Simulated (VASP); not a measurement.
Runs of VASP 6.6.1 on Fe3Ge. The structure is that of space group Pm-3m (No. 221), or close to it. The cells are those of the table. 

```tsv
cell	smearing	gap on the mesh (eV)	pressure (GPa)	moment (μB)
a = 3.779 Å, 4 atoms	fermi-dirac 0.03 eV	none	(b)	7.30
a = 3.721 Å, 4 atoms	fermi-dirac 0.03 eV	none	(a)	6.91
a = 3.721 Å, 4 atoms	tetrahedron	none	-17.5	6.64
a = 3.868 Å, 4 atoms	fermi-dirac 0.03 eV	none	-23.8	7.74
```

Alike in all rows: task single point; level PBEsol; potentials or basis VASP PAW PBE potentials, release 64 (Fe, Ge_d); spin collinear, ferromagnetic start; k mesh 9 × 9 × 9; cutoff (eV) 520.

Question: Fill in the values left out.

Answer: (a) -16.3; (b) -19.9.

Caveats: the cell stands under tension; the PAW data sets were made with another functional, which shifts forces and pressure a little; tetrahedron occupations give inexact forces and stress in metals (at least some runs).

A k mesh can miss the band edges, and the runs leave out spin-orbit coupling on Ge.

A gap of «none» marks levels without a gap at the run's occupations.
